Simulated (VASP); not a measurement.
# Mg2PdO2 (Immm) in VASP: single point with r2SCAN

Aim: the single point of Mg2PdO2 with r2SCAN.

All numbers are computed with VASP 6.6.1; they aren't measurements. Logs are shortened: lines on timing, memory, paths and dates and some standing lists are left out, and cuts for length are marked.

**1. The cell of the first run**

Symmetry: Immm, No. 71, orthorhombic system. Conventional cell: a = 2.856 Å, b = 4.325 Å, c = 9.397 Å, α = 90.00°, β = 90.00°, γ = 90.00°. Within 2.6 Å of Pd (site symmetry mmm) lie 4 O at 1.92 Å. Within 2.6 Å of O (site symmetry mm2) lie 2 Pd at 1.92 Å and 4 Mg at 2.16 to 2.51 Å and 1 O at 2.58 Å. Mg (site symmetry mm2) has 4 O at 2.16 to 2.51 Å and 3 Mg at 2.68 to 2.86 Å within 2.9 Å.

**2. Single point, r2SCAN**

POSCAR

```
Mg2PdO2
1.0
    0.0000000000      2.8560170000      0.0000000000
    4.3250230000      0.0000000000      0.0000000000
    2.1625110000      1.4280080000     -4.6987400000
Pd O Mg
1 2 2
Direct
    0.0000000000      0.0000000000      0.0000000000
    0.3627000000      0.8627000000      0.2746000000
    0.6373000000      0.1373000000      0.7254000000
    0.3575800000      0.3575800000      0.2848400000
    0.6424200000      0.6424200000      0.7151600000
```

INCAR.step1

```
SYSTEM = Mg2PdO2
PREC     = Accurate       ! precision mode
ENCUT    = 520            ! plane-wave cutoff, eV
ISMEAR   = 0              ! smearing method
SIGMA    = 0.1694         ! smearing width, eV
LREAL    = .FALSE.        ! projectors in reciprocal space
LASPH    = .TRUE.         ! aspherical terms in the spheres
NELM     = 60             ! most SCF steps
NBANDS   = 21             ! bands
GGA      = PE             ! functional
ALGO     = Normal         ! electronic algorithm
EDIFF    = 1E-4           ! SCF threshold, eV
LWAVE    = .TRUE.         ! write WAVECAR
LCHARG   = .FALSE.        ! write CHGCAR
```

INCAR.step2

```
SYSTEM = Mg2PdO2
PREC     = Accurate       ! precision mode
ENCUT    = 520            ! plane-wave cutoff, eV
EDIFF    = 1E-6           ! SCF threshold, eV
ISMEAR   = 0              ! smearing method
SIGMA    = 0.1694         ! smearing width, eV
LREAL    = .FALSE.        ! projectors in reciprocal space
LASPH    = .TRUE.         ! aspherical terms in the spheres
NELM     = 60             ! most SCF steps
ALGO     = Normal         ! electronic algorithm
ISIF     = 2              ! what is computed and relaxed
LWAVE    = .FALSE.        ! write WAVECAR
LCHARG   = .FALSE.        ! write CHGCAR
METAGGA  = R2SCAN         ! meta-GGA
LMIXTAU  = .TRUE.       
NBANDS   = 21             ! bands
ISTART   = 1
```

KPOINTS

```
regular mesh
0
G
  8 8 8
  0 0 0
```

Potentials or basis: VASP PAW PBE potentials, release 64 (Pd, O, Mg).

Run with:

```sh
cat potpaw_PBE.64/Pd/POTCAR potpaw_PBE.64/O/POTCAR potpaw_PBE.64/Mg/POTCAR > POTCAR
cp INCAR.step1 INCAR
mpirun -np 1 vasp_std > vasp.out
cp INCAR.step2 INCAR
mpirun -np 1 vasp_std > vasp.out
```

OUTCAR:

```text
SYSTEM = Mg2PdO2
   PREC = Accurate
   ENCUT = 520
   EDIFF = 1E-6
   ISMEAR = 0
   LREAL = .FALSE.
   LASPH = .TRUE.
   NELM = 60
   ISIF = 2
   METAGGA = R2SCAN
   ISTART = 1

 ion  position               nearest neighbor table
   1  0.000  0.000  0.000-   2 1.92   3 1.92   3 1.92   2 1.92   5 2.92   4 2.92   5 2.92   4 2.92
                             5 2.92   4 2.92   5 2.92   4 2.92   5 3.36   4 3.36
   2  0.363  0.863  0.275-   1 1.92   1 1.92   4 2.16   4 2.16   5 2.51   5 2.51
   3  0.637  0.137  0.725-   1 1.92   1 1.92   5 2.16   5 2.16   4 2.51   4 2.51
   4  0.358  0.358  0.285-   2 2.16   2 2.16   3 2.51   3 2.51   5 2.68   1 2.92   1 2.92   1 2.92
                             1 2.92   5 3.29   5 3.29   5 3.29   5 3.29   1 3.36
   5  0.642  0.642  0.715-   3 2.16   3 2.16   2 2.51   2 2.51   4 2.68   1 2.92   1 2.92   1 2.92
                             1 2.92   4 3.29   4 3.29   4 3.29   4 3.29   1 3.36

  LATTYP: Found a body centered orthorhombic cell.
 ALAT       =     2.8560170000
 B/A-ratio  =     1.5143547815
 C/A-ratio  =     3.2904145879

  Lattice vectors:

 A1 = (   2.1625120000,   1.4280090000,   4.6987400000)
 A2 = (  -2.1625110000,  -1.4280080000,   4.6987400000)
 A3 = (   2.1625110000,  -1.4280090000,  -4.6987400000)

Analysis of symmetry for initial positions (statically):
=====================================================================
 Subroutine PRICEL returns:
 Original cell was already a primitive cell.

 Routine SETGRP: Setting up the symmetry group for a
 body centered orthorhombic supercell.

 Subroutine GETGRP returns: Found  8 space group operations
 (whereof  8 operations were pure point group operations)
 out of a pool of  8 trial point group operations.

The static configuration has the point symmetry D_2h.

Analysis of symmetry for dynamics (positions and initial velocities):
=====================================================================
 Subroutine PRICEL returns:
 Original cell was already a primitive cell.

 Routine SETGRP: Setting up the symmetry group for a
 body centered orthorhombic supercell.

 Subroutine GETGRP returns: Found  8 space group operations
 (whereof  8 operations were pure point group operations)
 out of a pool of  8 trial point group operations.

The dynamic configuration has the point symmetry D_2h.

 Subroutine INISYM returns: Found  8 space group operations
 (whereof  8 operations are pure point group operations),
 and found     1 'primitive' translations

----------------------------------------------------------------------------------------

[... 91 lines left out ...]
   ICHARG =      0    charge: 1-file 2-atom 10-const
   ISPIN  =      1    spin polarized calculation?
   LNONCOLLINEAR =      F non collinear calculations
   LSORBIT =      F    spin-orbit coupling
   LASPH  =      T    aspherical Exc in radial PAW
   ENCUT  =  520.0 eV  38.22 Ry    6.18 a.u.   5.31  8.04  9.98*2*pi/ulx,y,z
   NELM   =     60;   NELMIN=  2; NELMDL=  0     # of ELM steps
   EDIFF  = 0.1E-05   stopping-criterion for ELM
   LREAL  =      F    real-space projection
[... 7 lines left out ...]
   TEBEG  =    0.0;   TEEND  =   0.0 temperature during run
   PSTRESS=    0.0 pullay stress
   NELECT =      26.0000    total number of electrons
   NUPDOWN=      -1.0000    fix difference up-down
   EMIN   =  10.00;   EMAX   =-10.00  energy-range for DOS
   EFERMI =   0.00;   METHOD = LEGACY
   ISMEAR =     0;   SIGMA  =   0.17  broadening in eV -4-tet -1-fermi 0-gaus
   EFERMI_NEDOS =   21; number of points for ismear=-14 and -15
   IALGO  =     38    algorithm
   IMIX   =      4    mixing-type and parameters
     AMIX     =   0.40;   BMIX     =  1.00
     AMIX_MAG =   1.60;   BMIX_MAG =  1.00
  volume/ion in A,a.u.               =      11.61        78.34
  Fermi-wavevector in a.u.,A,eV,Ry     =   1.252629  2.367125 21.348616  1.569079
  Thomas-Fermi vector in A             =   2.386520
   LORBIT       =      0    0 simple, 1 ext, 2 COOP (PROOUT), +10 PAW based schemes
   METAGGA = R2SCAN    functional components
   LHFCALC =     F    Hartree Fock is set to
   AEXX    =    0.0000 exact exchange contribution
   IVDW    =     0    specifies the selected vdW correction
   LEPSILON=     F    determine dielectric tensor
   LRPA    =     F    only Hartree local field effects (RPA)
 non-spin polarized calculation
 Gauss-broadening in eV      SIGMA  =   0.17
  energy-cutoff  :      520.00
  volume of cell :       58.04
 maximum number of plane-waves:      1588
 NGX is ok and might be reduce to    24
   NGX = 11   NGY = 17   NGZ = 19

 number of electron      26.0000008 magnetization

 Free energy of the ion-electron system (eV)
  ---------------------------------------------------
  ext. energy  EPLUGINS =         0.00000000
  ---------------------------------------------------
  free energy    TOTEN  =       -47.42817054 eV

  energy without entropy =      -47.41196318  energy(sigma->0) =      -47.42006686

 E-fermi :   7.8663     XC(G=0): -11.7749

 val. band max:        7.8627553450   @ k =   0.5000   0.2500   0.0000
 cond. band min:       7.9076546088   @ k =   0.2500   0.5000   0.1250
 fundamental gap:      0.0448992638
 Fermi energy:         7.8663342749

 k-point     1 :       0.0000    0.0000    0.0000
  band No.  band energies     occupation
      1     -15.0649      2.00000
      2     -13.7891      2.00000
      3      -2.3911      2.00000
      4      -1.1916      2.00000
      5      -0.5846      2.00000
      6       0.8469      2.00000
[... 565 lines left out ...]
     20      16.8583      0.00000
     21      18.3452      0.00000

 [... further k-points ...]
[... 5 lines left out ...]
  --------------------------------------------------------------------------------------
  -------------------------------------------------------------------------------------
  Total       -1.3501081     18.7126667     11.2714131      0.0000000      0.0000012      0.0000012
  in kB      -37.2690652    516.5538961    311.1417748      0.0000000      0.0000331      0.0000331
  external PRESSURE =     263.4755352 kB  Pullay stress =       0.0000000 kB

 VOLUME and BASIS-vectors are now :
 -----------------------------------------------------------------------------
  energy-cutoff  :      520.00
  volume of cell :       58.04
      direct lattice vectors                 reciprocal lattice vectors
     0.000000000  2.856017000  0.000000000     0.000000000  0.350137972  0.106411469
     4.325023000  0.000000000  0.000000000     0.231212643  0.000000000  0.106411481
     2.162511000  1.428008000 -4.698740000     0.000000000  0.000000000 -0.212823012

 POSITION                                       TOTAL-FORCE (eV/Angst)
 -----------------------------------------------------------------------------------
      0.00000      0.00000      0.00000         0.000000      0.000000      0.000000
      4.32502      1.42801     -1.29027        -0.000001     -0.000001     -5.648560
      2.16251      2.85602     -3.40847         0.000001      0.000001      5.648560
      2.16251      1.42801     -1.33839        -0.000000     -0.000000     -1.302079
      4.32502      2.85602     -3.36035         0.000000      0.000000      1.302079
 -----------------------------------------------------------------------------------
    total drift:                               -0.000000      0.000000      0.000000

  FREE ENERGIE OF THE ION-ELECTRON SYSTEM (eV)
  ---------------------------------------------------
  free  energy   TOTEN  =       -47.4281705400 eV

  energy  without entropy=      -47.4119631835  energy(sigma->0) =      -47.42006686
```

OUTCAR.step1:

```text
SYSTEM = Mg2PdO2
   PREC = Accurate
   ENCUT = 520
   ISMEAR = 0
   LREAL = .FALSE.
   LASPH = .TRUE.
   NELM = 60
[... 813 lines left out ...]
      2.16251      2.85602     -3.40847         0.000001      0.000001      5.417876
      2.16251      1.42801     -1.33839        -0.000000     -0.000000     -1.257467
      4.32502      2.85602     -3.36035         0.000000      0.000000      1.257467
 -----------------------------------------------------------------------------------
    total drift:                               -0.000000      0.000000      0.000000

  FREE ENERGIE OF THE ION-ELECTRON SYSTEM (eV)
  ---------------------------------------------------
  free  energy   TOTEN  =       -21.7749892310 eV

  energy  without entropy=      -21.7592490712  energy(sigma->0) =      -21.76711915
```

OSZICAR.step1:

```text
N       E                     dE             d eps       ncg     rms          rms(c)
DAV:   1     0.145291872381E+03    0.14529E+03   -0.12672E+04  3990   0.113E+03
DAV:   2    -0.163347600369E+02   -0.16163E+03   -0.15388E+03  4590   0.255E+02
DAV:   3    -0.254752766190E+02   -0.91405E+01   -0.90815E+01  4754   0.636E+01
DAV:   4    -0.255373412165E+02   -0.62065E-01   -0.62054E-01  4425   0.571E+00
DAV:   5    -0.255379771648E+02   -0.63595E-03   -0.63594E-03  4768   0.566E-01    0.268E+01
DAV:   6    -0.223777895980E+02    0.31602E+01   -0.19682E+01  4279   0.405E+01    0.178E+01
DAV:   7    -0.218594688898E+02    0.51832E+00   -0.38789E+00  4395   0.237E+01    0.957E+00
DAV:   8    -0.217982341492E+02    0.61235E-01   -0.70097E-01  4370   0.634E+00    0.403E+00
DAV:   9    -0.217753276604E+02    0.22906E-01   -0.77068E-02  4683   0.167E+00    0.289E-01
DAV:  10    -0.217749915079E+02    0.33615E-03   -0.56200E-03  4320   0.623E-01    0.143E-01
DAV:  11    -0.217749892310E+02    0.22769E-05   -0.38288E-04  4600   0.210E-01
   1 F= -.21774989E+02 E0= -.21767119E+02  d E =-.157402E-01
```

Wall time 4 min (1 thread of Intel Xeon Platinum 8259CL at 2.50GHz (Skylake/Cascade Lake), shared host); peak memory 0.27 GiB.

Results:

| Property | Result |
| --- | --- |
| Free energy | -47.4282 eV |
| Pressure | 26.3 GPa |
| Largest force | 5.649 eV/Å |
| Band gap on the k mesh | zero (band 13 reaches 8.48 eV, above the bottom of band 14 at 7.44 eV) |

Forces in eV/Å, atoms in the order of the input:
```
Pd   0.000  0.000  0.000
O    0.000  0.000 -5.649
O    0.000  0.000  5.649
Mg   0.000  0.000 -1.302
Mg   0.000  0.000  1.302
```

Stress tensor (GPa, compression positive):
```
-3.73  0.00  0.00
 0.00 51.66  0.00
 0.00  0.00 31.11
```

Levels at points of the mesh, in eV from the Fermi level:
| k point | band 10 | band 11 | band 12 | band 13 | band 14 | band 15 | band 16 | band 17 |
| --- | --- | --- | --- | --- | --- | --- | --- | --- |
| (0.00, 0.00, 0.00) | -4.11 | -3.79 | -2.64 | -1.39 | 0.96 | 1.17 | 4.22 | 4.43 |
| (0.50, 0.00, 0.00) | -4.76 | -3.11 | -2.73 | 0.50 | 0.72 | 2.54 | 3.14 | 4.18 |
| (0.00, 0.50, 0.00) | -4.16 | -3.52 | -2.56 | -2.46 | 1.29 | 1.29 | 3.06 | 4.51 |
| (0.50, 0.50, 0.00) | -4.13 | -2.97 | -2.72 | -1.59 | 0.61 | 2.87 | 3.71 | 5.90 |
| (0.00, 0.00, 0.50) | -4.11 | -4.08 | -2.31 | -0.12 | 0.84 | 1.41 | 4.43 | 5.61 |

Caveat: the PAW data sets were made with another functional, which shifts forces and pressure a little.
